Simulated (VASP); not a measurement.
# C (P4/mmm) in VASP: a series of runs

C is run at these levels: PBE; tasks: single point.

All numbers are computed with VASP 6.6.1; they aren't measurements. Logs are shortened: lines on timing, memory, paths and dates and some standing lists are left out, and cuts for length are marked.

**1. The cell of the first run**

The structure is tetragonal, space group P4/mmm (No. 123). Conventional cell: a = 1.728 Å, b = 1.728 Å, c = 3.736 Å, α = 90.00°, β = 90.00°, γ = 90.00°. C (site symmetry 4mm) has 5 C at 1.39 to 1.73 Å within 1.9 Å.

The cell was built from a structure type or drawn by symmetry, and may not be a known phase.

**2. Single point, PBE**

INCAR

```
PREC = Accurate ; ENCUT = 520
EDIFF = 1E-7 ; ISMEAR = 0
SIGMA = 0.1 ; LREAL = F
LASPH = T ; NELM = 100
ALGO = Normal ; ISIF = 2
LWAVE = F ; LCHARG = F
GGA = PE ; NBANDS = 11
```

KPOINTS

```
Automatic mesh
0
Gamma
  10 10 6
```

POSCAR

```
C
1.0
    1.7277330500      0.0000000000      0.0000000000
    0.0000000000      1.7277330500      0.0000000000
    0.0000000000      0.0000000000      3.7356940900
C
2
Direct
    0.0000000000      0.0000000000      0.8136955500
    0.0000000000      0.0000000000      0.1863044500
```

Potentials or basis: VASP PAW PBE potentials, release 64 (C).

Launch:

```
cat potpaw_PBE.64/C/POTCAR > POTCAR
mpirun -np 1 vasp_std > vasp.out
```

OUTCAR:

```text
PREC = Accurate
   ENCUT = 520
   EDIFF = 1E-7
   ISMEAR = 0
   LREAL = F
   LASPH = T
   NELM = 100
   ISIF = 2
   GGA = PE

 ion  position               nearest neighbor table
   1  0.000  0.000  0.814-   2 1.39
   2  0.000  0.000  0.186-   1 1.39

  LATTYP: Found a simple tetragonal cell.
 ALAT       =     1.7277330500
 C/A-ratio  =     2.1621940322

  Lattice vectors:

 A1 = (   1.7277330500,   0.0000000000,   0.0000000000)
 A2 = (   0.0000000000,   1.7277330500,   0.0000000000)
 A3 = (   0.0000000000,   0.0000000000,   3.7356940900)

Analysis of symmetry for initial positions (statically):
=====================================================================
 Subroutine PRICEL returns:
 Original cell was already a primitive cell.

 Routine SETGRP: Setting up the symmetry group for a
 simple tetragonal supercell.

 Subroutine GETGRP returns: Found 16 space group operations
 (whereof 16 operations were pure point group operations)
 out of a pool of 16 trial point group operations.

The static configuration has the point symmetry D_4h.

Analysis of symmetry for dynamics (positions and initial velocities):
=====================================================================
 Subroutine PRICEL returns:
 Original cell was already a primitive cell.

 Routine SETGRP: Setting up the symmetry group for a
 simple tetragonal supercell.

 Subroutine GETGRP returns: Found 16 space group operations
 (whereof 16 operations were pure point group operations)
 out of a pool of 16 trial point group operations.

The dynamic configuration has the point symmetry D_4h.

 Subroutine INISYM returns: Found 16 space group operations
 (whereof 16 operations are pure point group operations),
 and found     1 'primitive' translations

----------------------------------------------------------------------------------------

                                     Primitive cell

  volume of cell :      11.1513

  direct lattice vectors                    reciprocal lattice vectors
     1.727733050  0.000000000  0.000000000     0.578793119  0.000000000  0.000000000
     0.000000000  1.727733050  0.000000000     0.000000000  0.578793119  0.000000000
     0.000000000  0.000000000  3.735694090     0.000000000  0.000000000  0.267687872

  length of vectors
     1.727733050  1.727733050  3.735694090     0.578793119  0.578793119  0.267687872

  position of ions in fractional coordinates (direct lattice)
     0.000000000  0.000000000  0.813695550
     0.000000000  0.000000000  0.186304450

  ion indices of the primitive-cell ions
   primitive index   ion index
                 1           1
                 2           2

----------------------------------------------------------------------------------------

 KPOINTS: Automatic mesh

Automatic generation of k-mesh.
 Grid dimensions read from file:
 generate k-points for:   10   10    6

 Generating k-lattice:

  Cartesian coordinates                     Fractional coordinates (reciprocal lattice)
     0.057879312  0.000000000  0.000000000     0.100000000  0.000000000  0.000000000
     0.000000000  0.057879312  0.000000000     0.000000000  0.100000000  0.000000000
     0.000000000  0.000000000  0.044614645     0.000000000  0.000000000  0.166666667

  Length of vectors
     0.057879312  0.057879312  0.044614645

  Shift w.r.t. Gamma in fractional coordinates (k-lattice)
     0.000000000  0.000000000  0.000000000

 Subroutine IBZKPT returns following result:
 ===========================================

 Found     84 irreducible k-points:

 Following reciprocal coordinates:
            Coordinates               Weight
  0.000000  0.000000  0.000000      1.000000
  0.100000  0.000000  0.000000      4.000000
  0.200000  0.000000  0.000000      4.000000
  0.300000  0.000000  0.000000      4.000000
  0.400000  0.000000  0.000000      4.000000
  0.500000  0.000000  0.000000      2.000000
[... 16 lines left out ...]
  0.100000  0.000000  0.166667      8.000000
  0.200000  0.000000  0.166667      8.000000
 [... further k-points ...]
   k-points           NKPTS =     84   k-points in BZ     NKDIM =     84   number of bands    NBANDS=     11
   number of dos      NEDOS =    301   number of ions     NIONS =      2
   total plane-waves  NPLWV =   5488
   dimension x,y,z NGX =    14 NGY =   14 NGZ =   28
   dimension x,y,z NGXF=    28 NGYF=   28 NGZF=   56
   ions per type =               2
   NGX,Y,Z   is equivalent  to a cutoff of  13.47, 13.47, 12.46 a.u.
   NGXF,Y,Z  is equivalent  to a cutoff of  26.94, 26.94, 24.92 a.u.
 SYSTEM =  unknown system
   PREC   = accura    normal or accurate (medium, high low for compatibility)
   ISTART =      0    job   : 0-new  1-cont  2-samecut
   ICHARG =      2    charge: 1-file 2-atom 10-const
   ISPIN  =      1    spin polarized calculation?
   LNONCOLLINEAR =      F non collinear calculations
   LSORBIT =      F    spin-orbit coupling
   LASPH  =      T    aspherical Exc in radial PAW
   ENCUT  =  520.0 eV  38.22 Ry    6.18 a.u.   3.21  3.21  6.95*2*pi/ulx,y,z
   NELM   =    100;   NELMIN=  2; NELMDL= -5     # of ELM steps
   EDIFF  = 0.1E-06   stopping-criterion for ELM
   LREAL  =      F    real-space projection
   EDIFFG = 0.1E-05   stopping-criterion for IOM
   NSW    =      0    number of steps for IOM
   IBRION =     -1    ionic relax: 0-MD 1-quasi-New 2-CG
   NFREE  =      0    steps in history (QN), initial steepest desc. (CG)
   ISIF   =      2    stress and relaxation
   ISYM   =      2    0-nonsym 1-usesym 2-fastsym
   POTIM  = 0.5000    time-step for ionic-motion
   TEBEG  =    0.0;   TEEND  =   0.0 temperature during run
   PSTRESS=    0.0 pullay stress
   NELECT =       8.0000    total number of electrons
   NUPDOWN=      -1.0000    fix difference up-down
   EMIN   =  10.00;   EMAX   =-10.00  energy-range for DOS
   EFERMI =   0.00;   METHOD = LEGACY
   ISMEAR =     0;   SIGMA  =   0.10  broadening in eV -4-tet -1-fermi 0-gaus
   EFERMI_NEDOS =   21; number of points for ismear=-14 and -15
   IALGO  =     38    algorithm
   IMIX   =      4    mixing-type and parameters
     AMIX     =   0.40;   BMIX     =  1.00
     AMIX_MAG =   1.60;   BMIX_MAG =  1.00
  volume/ion in A,a.u.               =       5.58        37.63
  Fermi-wavevector in a.u.,A,eV,Ry     =   1.465536  2.769462 29.222554  2.147797
  Thomas-Fermi vector in A             =   2.581382
   LORBIT       =      0    0 simple, 1 ext, 2 COOP (PROOUT), +10 PAW based schemes
   GGA     = PE    functional components
   LHFCALC =     F    Hartree Fock is set to
   AEXX    =    0.0000 exact exchange contribution
   IVDW    =     0    specifies the selected vdW correction
   LEPSILON=     F    determine dielectric tensor
   LRPA    =     F    only Hartree local field effects (RPA)
 non-spin polarized calculation
 Gauss-broadening in eV      SIGMA  =   0.10
  energy-cutoff  :      520.00
  volume of cell :       11.15
 maximum number of plane-waves:       314
 NGX is ok and might be reduce to    14
   NGX =  7   NGY =  7   NGZ = 13

 number of electron       8.0000000 magnetization

 Free energy of the ion-electron system (eV)
  ---------------------------------------------------
  ext. energy  EPLUGINS =         0.00000000
  ---------------------------------------------------
  free energy    TOTEN  =       -12.82890124 eV

  energy without entropy =      -12.82660543  energy(sigma->0) =      -12.82775334

 E-fermi :  10.0690     XC(G=0): -13.5153

 val. band max:       10.0513551583   @ k =   0.4000   0.4000   0.5000
 cond. band min:      10.1987004709   @ k =   0.4000   0.3000   0.3333
 fundamental gap:      0.1473453127
 Fermi energy:        10.0690274083

 k-point     1 :       0.0000    0.0000    0.0000
  band No.  band energies     occupation
      1     -13.6061      2.00000
      2      -3.1731      2.00000
      3      -0.8208      2.00000
      4      19.7698      0.00000
      5      19.7698      0.00000
      6      22.0272      0.00000
      7      24.8971      0.00000
      8      24.8971      0.00000
      9      27.1136      0.00000
     10      36.4905      0.00000
     11      41.8600      0.00000

 k-point     2 :       0.1000    0.0000    0.0000
  band No.  band energies     occupation
      1     -13.2014      2.00000
      2      -2.8157      2.00000
      3      -0.4167      2.00000
      4      16.9225      0.00000
      5      20.0513      0.00000
      6      21.3933      0.00000
      7      24.0235      0.00000
      8      25.1435      0.00000
      9      27.6167      0.00000
     10      38.7676      0.00000
     11      42.5179      0.00000

 k-point     3 :       0.2000    0.0000    0.0000
  band No.  band energies     occupation
      1     -11.9892      2.00000
      2      -1.7502      2.00000
      3       0.7350      2.00000
      4      11.6592      0.00000
      5      18.0627      0.00000
      6      20.8373      0.00000
      7      24.2869      0.00000
      8      25.8161      0.00000
      9      27.7929      0.00000
     10      36.9275      0.00000
     11      41.0309      0.00000

 k-point     4 :       0.3000    0.0000    0.0000
  band No.  band energies     occupation
      1      -9.9809      2.00000
      2      -0.0019      2.00000
      3       2.2062      2.00000
      4       6.6302      2.00000
      5      13.7720      0.00000
      6      21.9280      0.00000
      7      25.3193      0.00000
      8      25.5013      0.00000
      9      26.7296      0.00000
     10      34.7651      0.00000
     11      41.6485      0.00000
[... 239 lines left out ...]
 k-point    22 :       0.0000    0.0000    0.1667
  band No.  band energies     occupation
      1     -13.5205      2.00000
      2      -4.4214      2.00000
      3       0.8526      2.00000
      4      19.3818      0.00000
      5      19.8132      0.00000
      6      19.8132      0.00000
      7      24.8070      0.00000
      8      24.8070      0.00000
      9      29.8775      0.00000
     10      36.6133      0.00000
     11      41.5403      0.00000

 k-point    23 :       0.1000    0.0000    0.1667
  band No.  band energies     occupation
      1     -13.1159      2.00000
      2      -4.0380      2.00000
      3       1.2219      2.00000
      4      16.9033      0.00000
      5      19.5497      0.00000
      6      20.0945      0.00000
      7      23.2455      0.00000
      8      25.0559      0.00000
      9      30.2440      0.00000
     10      38.8497      0.00000
     11      42.1815      0.00000

 k-point    24 :       0.2000    0.0000    0.1667
  band No.  band energies     occupation
      1     -11.9057      2.00000
      2      -2.8989      2.00000
      3       2.2547      2.00000
      4      11.7634      0.00000
      5      17.5287      0.00000
      6      20.8788      0.00000
      7      22.0893      0.00000
      8      25.7353      0.00000
      9      30.1169      0.00000
     10      38.0123      0.00000
     11      40.7318      0.00000

 [... further k-points ...]
[... 5 lines left out ...]
  --------------------------------------------------------------------------------------
  -------------------------------------------------------------------------------------
  Total        2.6364884      2.6364884      7.9611571      0.0000000      0.0000000     -0.0000000
  in kB      378.8016448    378.8016448   1143.8318656      0.0000000      0.0000000     -0.0000000
  external PRESSURE =     633.8117184 kB  Pullay stress =       0.0000000 kB

 VOLUME and BASIS-vectors are now :
 -----------------------------------------------------------------------------
  energy-cutoff  :      520.00
  volume of cell :       11.15
      direct lattice vectors                 reciprocal lattice vectors
     1.727733050  0.000000000  0.000000000     0.578793119  0.000000000  0.000000000
     0.000000000  1.727733050  0.000000000     0.000000000  0.578793119  0.000000000
     0.000000000  0.000000000  3.735694090     0.000000000  0.000000000  0.267687872

 POSITION                                       TOTAL-FORCE (eV/Angst)
 -----------------------------------------------------------------------------------
      0.00000      0.00000      3.03972        -0.000000      0.000000     -4.235529
      0.00000      0.00000      0.69598         0.000000      0.000000      4.235529
 -----------------------------------------------------------------------------------
    total drift:                               -0.000000      0.000000     -0.000000

  FREE ENERGIE OF THE ION-ELECTRON SYSTEM (eV)
  ---------------------------------------------------
  free  energy   TOTEN  =       -12.8289012444 eV

  energy  without entropy=      -12.8266054330  energy(sigma->0) =      -12.82775334
```

Wall time 6.3 s (1 thread of Intel Xeon Platinum 8488C (Sapphire Rapids), shared host); peak memory 0.11 GiB.

Results:

```yaml
Free_energy: -12.8289 eV
Pressure: 63.4 GPa
Largest_force: 4.236 eV/Å
Band_gap_on_the_k_mesh: zero (bands 4 and 5 overlap by 12.65 eV)
```

Forces on the atoms (eV/Å):
```
C    0.000  0.000 -4.236
C    0.000  0.000  4.236
```

Caveat: the k points lie up to 0.36 Å⁻¹ apart, too coarse for converged energies and pressures of a metal; forces of over 1 eV/Å act on the atoms, so gaps and moduli don't describe the material at rest.

(Part 1 of 2 ends here.)
